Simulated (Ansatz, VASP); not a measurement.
## One calculation of PbS, two programs

```
Pb S
1.0
     0.02965    2.97982    2.97982
     2.97982    0.02965    2.97982
     2.97982    2.97982    0.02965
Pb S
1 1
Direct
  0.00000 0.00000 0.00000
  0.50000 0.50000 0.50000
```

Change from the starting cell: equal xy, yz and zx shear strains of +1 %, crystal datasets.

Alike in both runs: task electric field gradients; functional LDA; k mesh 7 × 7 × 7; occupations fermi-dirac, width 0.01 eV; no spin polarisation.

|  | VASP | Ansatz |
| --- | --- | --- |
| version | VASP 6.6.1 | Ansatz 0.2.0 |
| potentials or method | VASP PAW LDA potentials, release 64 (Pb_d, S), cutoff 520 eV | all-electron PAW with datasets made for the crystal, scalar-relativistic |

|  | VASP | Ansatz | Ansatz less VASP |
| --- | --- | --- | --- |
| gap on the k mesh at the Fermi level (eV) | 0.79 | 0.80 | +0.006 |
| pressure (GPa) | -2.6 | -2.6 | -0.04 |
| traceless stress, the component that is largest in VASP (GPa) | -0.21 | -0.21 | -0.001 |
| size of Vzz on the site where it differs most (V/Å²) | 2.0 | 4.1 | +2.14 |

LDA's correlation is that of Perdew and Zunger in VASP and of Perdew and Wang (1992) in Ansatz. Ansatz ran all-electron here, and VASP with PAW potentials.

Neither program's run includes spin-orbit coupling.
